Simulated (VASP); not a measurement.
A run of VASP 6.6.1 is set up as follows.

INCAR

```
PREC = Accurate
ENCUT = 520
EDIFF = 1E-6
ISMEAR = -1
SIGMA = 0.06122561905347299
LREAL = False
LASPH = True
NELM = 100
ALGO = Normal
ISIF = 2
LWAVE = False
LCHARG = True
GGA = PE
LELF = True
LVHAR = True
NBANDS = 12
```

KPOINTS

```
regular mesh
0
Gamma
  13 13 13
```

File POSCAR:

```
Tl
1.0
   -2.0149478361      2.0149478361      2.0149478361
    2.0149478361     -2.0149478361      2.0149478361
    2.0149478361      2.0149478361     -2.0149478361
Tl
1
Direct
    0.0000000000      0.0000000000      0.0000000000
```

Potentials or basis: VASP PAW PBE potentials, release 64 (Tl_d).

Command:

```sh
$ cat potpaw_PBE.64/Tl_d/POTCAR > POTCAR
$ mpirun -np 1 vasp_std > vasp.out
```

Predict the band gap on the k mesh.

zero (an odd number of electrons rules out a gap without spin polarisation).

What does it give for the pressure?

-1.0 GPa.

Caveat: spin-orbit coupling is left out, which moves the levels of the heavy elements.
